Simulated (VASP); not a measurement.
Wanted: the native input for a VASP 6.6.1 run.

| Property | Result |
| --- | --- |
| Task | single point |
| Functional | r2SCAN |
| Potentials or basis | VASP PAW PBE potentials, release 64 (Ru_pv) |
| Cutoff | 520 eV |
| k mesh | 16 × 16 × 16 |
| Occupations | fermi-dirac, width 0.05 eV |
| Spin | collinear spin, ferromagnetic start |
| Starting moments | [1.0, 1.0] μB |
| Dipole correction | no |
| Further INCAR settings | ALGO = Normal; EDIFF = 1e-06; NBANDS = 25 |

Ru:

```
Ru
1.0
     0.00000    2.59366    2.59366
     2.59366    0.00000    2.59366
     2.59366    2.59366    0.00000
Ru
2
Direct
  0.12500 0.12500 0.12500
  0.87500 0.87500 0.87500
```

This isn't the form of Ru at room conditions, which is hcp.

One way to write it, as run:

POSCAR

```
Ru
1.0
    0.0000000000      2.5936598324      2.5936598324
    2.5936598324      0.0000000000      2.5936598324
    2.5936598324      2.5936598324      0.0000000000
Ru
2
Direct
    0.1250000000      0.1250000000      0.1250000000
    0.8750000000      0.8750000000      0.8750000000
```

INCAR.step1

```
SYSTEM = Ru
PREC     = Accurate       ! precision mode
ENCUT    = 520            ! plane-wave cutoff, eV
ISMEAR   = -1             ! smearing method
SIGMA    = 0.05           ! smearing width, eV
LREAL    = .False.        ! projectors in reciprocal space
LASPH    = .True.         ! aspherical terms in the spheres
NELM     = 150            ! most SCF steps
ISPIN    = 2              ! spin polarisation
MAGMOM   = 1 1            ! initial moments
LMAXMIX  = 4              ! l up to which the mixer works
NBANDS   = 25             ! bands
GGA      = PE             ! functional
ALGO     = Normal         ! electronic algorithm
EDIFF    = 1E-4           ! SCF threshold, eV
LWAVE    = .True.         ! write WAVECAR
LCHARG   = .False.        ! write CHGCAR
```

INCAR.step2

```
SYSTEM = Ru
PREC     = Accurate       ! precision mode
ENCUT    = 520            ! plane-wave cutoff, eV
EDIFF    = 1E-6           ! SCF threshold, eV
ISMEAR   = -1             ! smearing method
SIGMA    = 0.05           ! smearing width, eV
LREAL    = .False.        ! projectors in reciprocal space
LASPH    = .True.         ! aspherical terms in the spheres
NELM     = 150            ! most SCF steps
ALGO     = Normal         ! electronic algorithm
ISIF     = 2              ! what is computed and relaxed
LWAVE    = .False.        ! write WAVECAR
LCHARG   = .False.        ! write CHGCAR
ISPIN    = 2              ! spin polarisation
MAGMOM   = 1 1            ! initial moments
LORBIT   = 11             ! projections on sites
LMAXMIX  = 4              ! l up to which the mixer works
METAGGA  = R2SCAN         ! meta-GGA
LMIXTAU  = .True.       
NBANDS   = 25             ! bands
ISTART   = 1
```

KPOINTS

```
regular mesh
0
Gamma
  16 16 16
  0 0 0
```

Potentials or basis: VASP PAW PBE potentials, release 64 (Ru_pv).

The run is started by

```sh
$ cat potpaw_PBE.64/Ru_pv/POTCAR > POTCAR
$ cp INCAR.step1 INCAR
$ mpirun -np 1 vasp_std > vasp.out
$ cp INCAR.step2 INCAR
$ mpirun -np 1 vasp_std > vasp.out
```

It gave:

The pressure is 32.4 GPa. The band gap on the k mesh is zero (filled and empty bands overlap), the net moment is 0.00 μB per cell and the valence electrons inside the program's atomic spheres are Ru 13.06.

Caveat: the cell stands under pressure; an empty level that is flat over the whole mesh can mark a ghost state of the potentials, or a narrow d or f band; the PAW data sets were made with another functional, which shifts forces and pressure a little.

Wall time 17 min on 1 thread of Intel Xeon 8259CL, on a shared host, peak memory 0.31 GiB.
